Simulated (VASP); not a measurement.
# Cr (Pm-3m) in VASP: single point with PBEsol

Aim: the single point of Cr with PBEsol.

Program: VASP 6.6.1. These are calculated values, not measurements. Logs are shortened: lines on timing, memory, paths and dates and some standing lists are left out, and cuts for length are marked.

## Step 1: The cell of the first run

It takes space group Pm-3m (No. 221, cubic). The conventional cell has a = 2.318 Å, b = 2.318 Å, c = 2.318 Å, α = 90.00°, β = 90.00°, γ = 90.00°. Cr (site symmetry m-3m) has 6 Cr at 2.32 Å within 3.1 Å.

## Step 2: Single point, PBEsol

Contents of INCAR:

```
ALGO = Normal ; EDIFF = 1E-6
ENCUT = 520 ; GGA = PS
ISIF = 2 ; ISMEAR = 0
LASPH = T ; LCHARG = F
LREAL = F ; LWAVE = F
NBANDS = 12 ; NELM = 80
PREC = Accurate ; SIGMA = 0.15
```

Contents of KPOINTS:

```
k-points
0
Gamma
  24 24 24
```

Contents of POSCAR:

```
Cr
1.0
   -0.7727515773      1.5455031545      1.5455031545
    1.5455031545     -0.7727515773      1.5455031545
    1.5455031545      1.5455031545     -0.7727515773
Cr
1
Direct
    0.0000000000      0.0000000000      0.0000000000
```

Potentials or basis: VASP PAW PBE potentials, release 64 (Cr_pv).

The run is started by

```bash
$ cat potpaw_PBE.64/Cr_pv/POTCAR > POTCAR
$ mpirun -np 1 vasp_std > vasp.out
```

OUTCAR:

```text
EDIFF = 1E-6
   ENCUT = 520
   GGA = PS
   ISIF = 2
   ISMEAR = 0
   LASPH = T
   LREAL = F
   NELM = 80
   PREC = Accurate

 ion  position               nearest neighbor table
   1  0.000  0.000  0.000-

  LATTYP: Found a simple cubic cell.
 ALAT       =     2.3182547318

  Lattice vectors:

 A1 = (  -0.7727515773,   1.5455031545,   1.5455031545)
 A2 = (   1.5455031545,  -0.7727515773,   1.5455031545)
 A3 = (   1.5455031545,   1.5455031545,  -0.7727515773)

Analysis of symmetry for initial positions (statically):
=====================================================================
 Subroutine PRICEL returns:
 Original cell was already a primitive cell.

 Routine SETGRP: Setting up the symmetry group for a
 simple cubic supercell.

 Subroutine GETGRP returns: Found 48 space group operations
[... 9 lines left out ...]

 Routine SETGRP: Setting up the symmetry group for a
 simple cubic supercell.

 Subroutine GETGRP returns: Found 48 space group operations
[... 11 lines left out ...]
                                     Primitive cell

  volume of cell :      12.4590

  direct lattice vectors                    reciprocal lattice vectors
    -0.772751577  1.545503154  1.545503154    -0.143786327  0.287572654  0.287572654
     1.545503154 -0.772751577  1.545503154     0.287572654 -0.143786327  0.287572654
     1.545503154  1.545503154 -0.772751577     0.287572654  0.287572654 -0.143786327

  length of vectors
     2.318254732  2.318254732  2.318254732     0.431358982  0.431358982  0.431358982

  position of ions in fractional coordinates (direct lattice)
     0.000000000  0.000000000  0.000000000

  ion indices of the primitive-cell ions
   primitive index   ion index
                 1           1

----------------------------------------------------------------------------------------

 KPOINTS: k-points

Automatic generation of k-mesh.
 Grid dimensions read from file:
 generate k-points for:   24   24   24

 Generating k-lattice:

  Cartesian coordinates                     Fractional coordinates (reciprocal lattice)
    -0.005991097  0.011982194  0.011982194     0.041666667  0.000000000  0.000000000
     0.011982194 -0.005991097  0.011982194     0.000000000  0.041666667  0.000000000
     0.011982194  0.011982194 -0.005991097     0.000000000  0.000000000  0.041666667

  Length of vectors
     0.017973291  0.017973291  0.017973291

  Shift w.r.t. Gamma in fractional coordinates (k-lattice)
     0.000000000  0.000000000  0.000000000

 Subroutine IBZKPT returns following result:
 ===========================================

 Found    455 irreducible k-points:

 Following reciprocal coordinates:
            Coordinates               Weight
  0.000000  0.000000  0.000000      1.000000
  0.041667  0.000000  0.000000      6.000000
  0.083333  0.000000  0.000000      6.000000
  0.125000  0.000000  0.000000      6.000000
  0.166667 -0.000000 -0.000000      6.000000
  0.208333  0.000000  0.000000      6.000000
[... 16 lines left out ...]
  0.416667  0.041667  0.000000     24.000000
  0.458333  0.041667  0.000000     24.000000
 [... further k-points ...]
   k-points           NKPTS =    455   k-points in BZ     NKDIM =    455   number of bands    NBANDS=     12
   number of dos      NEDOS =    301   number of ions     NIONS =      1
   total plane-waves  NPLWV =   5832
   dimension x,y,z NGX =    18 NGY =   18 NGZ =   18
   dimension x,y,z NGXF=    36 NGYF=   36 NGZF=   36
   ions per type =               1
   NGX,Y,Z   is equivalent  to a cutoff of  12.91, 12.91, 12.91 a.u.
   NGXF,Y,Z  is equivalent  to a cutoff of  25.82, 25.82, 25.82 a.u.
 SYSTEM =  unknown system
   PREC   = accura    normal or accurate (medium, high low for compatibility)
   ISTART =      0    job   : 0-new  1-cont  2-samecut
   ICHARG =      2    charge: 1-file 2-atom 10-const
   ISPIN  =      1    spin polarized calculation?
   LNONCOLLINEAR =      F non collinear calculations
   LSORBIT =      F    spin-orbit coupling
   LASPH  =      T    aspherical Exc in radial PAW
   ENCUT  =  520.0 eV  38.22 Ry    6.18 a.u.   4.31  4.31  4.31*2*pi/ulx,y,z
   NELM   =     80;   NELMIN=  2; NELMDL= -5     # of ELM steps
   EDIFF  = 0.1E-05   stopping-criterion for ELM
   LREAL  =      F    real-space projection
   EDIFFG = 0.1E-04   stopping-criterion for IOM
   NSW    =      0    number of steps for IOM
   IBRION =     -1    ionic relax: 0-MD 1-quasi-New 2-CG
   NFREE  =      0    steps in history (QN), initial steepest desc. (CG)
   ISIF   =      2    stress and relaxation
   ISYM   =      2    0-nonsym 1-usesym 2-fastsym
   POTIM  = 0.5000    time-step for ionic-motion
   TEBEG  =    0.0;   TEEND  =   0.0 temperature during run
   PSTRESS=    0.0 pullay stress
   NELECT =      12.0000    total number of electrons
   NUPDOWN=      -1.0000    fix difference up-down
   EMIN   =  10.00;   EMAX   =-10.00  energy-range for DOS
   EFERMI =   0.00;   METHOD = LEGACY
   ISMEAR =     0;   SIGMA  =   0.15  broadening in eV -4-tet -1-fermi 0-gaus
   EFERMI_NEDOS =   21; number of points for ismear=-14 and -15
   IALGO  =     38    algorithm
   IMIX   =      4    mixing-type and parameters
     AMIX     =   0.40;   BMIX     =  1.00
     AMIX_MAG =   1.60;   BMIX_MAG =  1.00
  volume/ion in A,a.u.               =      12.46        84.08
  Fermi-wavevector in a.u.,A,eV,Ry     =   1.616742  3.055200 35.563658  2.613855
  Thomas-Fermi vector in A             =   2.711279
   LORBIT       =      0    0 simple, 1 ext, 2 COOP (PROOUT), +10 PAW based schemes
   GGA     = PS    functional components
   LHFCALC =     F    Hartree Fock is set to
   AEXX    =    0.0000 exact exchange contribution
   IVDW    =     0    specifies the selected vdW correction
   LEPSILON=     F    determine dielectric tensor
   LRPA    =     F    only Hartree local field effects (RPA)
 non-spin polarized calculation
 Gauss-broadening in eV      SIGMA  =   0.15
  energy-cutoff  :      520.00
  volume of cell :       12.46
 maximum number of plane-waves:       356
 NGX is ok and might be reduce to    18
   NGX =  9   NGY =  9   NGZ =  9

 number of electron      11.9999992 magnetization

 Free energy of the ion-electron system (eV)
  ---------------------------------------------------
  ext. energy  EPLUGINS =         0.00000000
  ---------------------------------------------------
  free energy    TOTEN  =        -9.18936391 eV

  energy without entropy =       -9.17332685  energy(sigma->0) =       -9.18134538

 E-fermi :   9.8623     XC(G=0): -13.2697

 val. band max:        9.8557161287   @ k =   0.4583   0.4167   0.1250
 cond. band min:       9.8639634090   @ k =   0.4583   0.3333   0.1667
 fundamental gap:      0.0082472803
 Fermi energy:         9.8622880329

 k-point     1 :       0.0000    0.0000    0.0000
  band No.  band energies     occupation
      1     -32.4834      2.00000
      2     -32.4834      2.00000
      3     -32.4834      2.00000
      4       2.3895      2.00000
      5       6.5832      2.00000
      6       6.5832      2.00000
      7      12.4031      0.00000
      8      12.4031      0.00000
      9      12.4031      0.00000
     10      17.3862      0.00000
     11      29.7465      0.00000
     12      29.7465      0.00000

 k-point     2 :       0.0417    0.0000    0.0000
  band No.  band energies     occupation
      1     -32.5035      2.00000
      2     -32.4817      2.00000
      3     -32.4817      2.00000
      4       2.4467      2.00000
      5       6.5958      2.00000
      6       6.6255      2.00000
      7      12.3623      0.00000
      8      12.3623      0.00000
      9      12.4062      0.00000
     10      17.3861      0.00000
     11      29.1769      0.00000
     12      29.8337      0.00000

 k-point     3 :       0.0833    0.0000    0.0000
  band No.  band energies     occupation
      1     -32.5624      2.00000
      2     -32.4767      2.00000
      3     -32.4767      2.00000
      4       2.6160      2.00000
      5       6.6328      2.00000
      6       6.7509      2.00000
      7      12.2443      0.00000
      8      12.2443      0.00000
      9      12.4153      0.00000
     10      17.3861      0.00000
     11      27.8994      0.00000
     12      30.0911      0.00000

 k-point     4 :       0.1250    0.0000    0.0000
  band No.  band energies     occupation
      1     -32.6553      2.00000
      2     -32.4687      2.00000
      3     -32.4687      2.00000
      4       2.8897      2.00000
      5       6.6922      2.00000
      6       6.9541      2.00000
      7      12.0612      0.00000
      8      12.0612      0.00000
      9      12.4298      0.00000
     10      17.3861      0.00000
     11      26.3960      0.00000
     12      30.5071      0.00000

 k-point     5 :       0.1667   -0.0000   -0.0000
  band No.  band energies     occupation
      1     -32.7754      2.00000
      2     -32.4583      2.00000
      3     -32.4583      2.00000
      4       3.2558      2.00000
      5       6.7706      2.00000
      6       7.2258      2.00000
      7      11.8303      0.00000
      8      11.8303      0.00000
      9      12.4488      0.00000
     10      17.3861      0.00000
     11      24.8621      0.00000
     12      31.0654      0.00000
[... 228 lines left out ...]
      1     -33.3357      2.00000
      2     -32.4268      2.00000
      3     -32.4060      2.00000
      4       5.3337      2.00000
      5       7.2026      2.00000
      6       8.5865      2.00000
      7      10.8226      0.00000
      8      10.8263      0.00000
      9      12.5059      0.00000
     10      17.3854      0.00000
     11      19.6446      0.00000
     12      31.6227      0.00000

 k-point    22 :       0.3750    0.0417    0.0000
  band No.  band energies     occupation
      1     -33.4490      2.00000
      2     -32.4162      2.00000
      3     -32.3955      2.00000
      4       5.8599      2.00000
      5       7.2894      2.00000
      6       8.8078      2.00000
      7      10.6304      0.00000
      8      10.6904      0.00000
      9      12.5257      0.00000
     10      17.3847      0.00000
     11      18.7123      0.00000
     12      31.4070      0.00000

 k-point    23 :       0.4167    0.0417    0.0000
  band No.  band energies     occupation
      1     -33.5352      2.00000
      2     -32.4080      2.00000
      3     -32.3874      2.00000
      4       6.3189      2.00000
      5       7.3575      2.00000
      6       8.9167      2.00000
      7      10.4862      0.00000
      8      10.6254      0.00000
      9      12.5409      0.00000
     10      17.3828      0.00000
     11      18.0072      0.00000
     12      31.1915      0.00000

 k-point    24 :       0.4583    0.0417    0.0000
  band No.  band energies     occupation
      1     -33.5891      2.00000
      2     -32.4028      2.00000
      3     -32.3824      2.00000
      4       6.6463      2.00000
      5       7.4012      2.00000
      6       8.9371      2.00000
      7      10.3970      0.00000
      8      10.6099      0.00000
      9      12.5506      0.00000
     10      17.3743      0.00000
     11      17.5723      0.00000
     12      31.0442      0.00000

 [... further k-points ...]

------------------------ aborting loop because EDIFF is reached ----------------------------------------

  FORCE on cell =-STRESS in cart. coord.  units (eV):
  Direction    XX          YY          ZZ          XY          YZ          ZX
  --------------------------------------------------------------------------------------
  -------------------------------------------------------------------------------------
  Total       -0.2241433     -0.2241433     -0.2241433      0.0000000      0.0000000      0.0000000
  in kB      -28.8239101    -28.8239101    -28.8239101      0.0000000      0.0000000      0.0000000
  external PRESSURE =     -28.8239101 kB  Pullay stress =       0.0000000 kB

 VOLUME and BASIS-vectors are now :
 -----------------------------------------------------------------------------
  energy-cutoff  :      520.00
  volume of cell :       12.46
      direct lattice vectors                 reciprocal lattice vectors
    -0.772751577  1.545503154  1.545503154    -0.143786327  0.287572654  0.287572654
     1.545503154 -0.772751577  1.545503154     0.287572654 -0.143786327  0.287572654
     1.545503154  1.545503154 -0.772751577     0.287572654  0.287572654 -0.143786327

 POSITION                                       TOTAL-FORCE (eV/Angst)
 -----------------------------------------------------------------------------------
      0.00000      0.00000      0.00000         0.000000     -0.000000     -0.000000
 -----------------------------------------------------------------------------------
    total drift:                                0.000000     -0.000000      0.000000

  FREE ENERGIE OF THE ION-ELECTRON SYSTEM (eV)
  ---------------------------------------------------
  free  energy   TOTEN  =        -9.1893639115 eV

  energy  without entropy=       -9.1733268464  energy(sigma->0) =       -9.18134538
```

Wall time 26 s (1 thread of AMD EPYC 9R45 (Zen 5), shared host); peak memory 0.14 GiB.

What came out:

```yaml
Free_energy: -9.1894 eV
Pressure: -2.9 GPa
Band_gap_on_the_k_mesh: zero (band 6 reaches 10.93 eV, above the bottom of band 7 at 9.17 eV)
```

Levels at points of the mesh, in eV from the Fermi level:
```csv
k point,band 4,band 5,band 6,band 7,band 8,band 9
"(0.00, 0.00, 0.00)",-7.47,-3.28,-3.28,2.54,2.54,2.54
"(0.50, 0.00, 0.00)",-3.15,-2.48,-0.69,0.50,0.50,2.73
"(0.50, 0.50, 0.00)",-4.74,-1.71,0.94,0.94,3.92,6.32
"(0.50, 0.50, 0.50)",-3.07,-3.07,-3.07,4.03,4.03,7.52
```

Caveat: the PAW data sets were made with another functional, which shifts forces and pressure a little; the run has no spin polarisation, though such a crystal can be magnetic. Spin polarisation is off, so any magnetic state and its effect on volume and gap are missing.
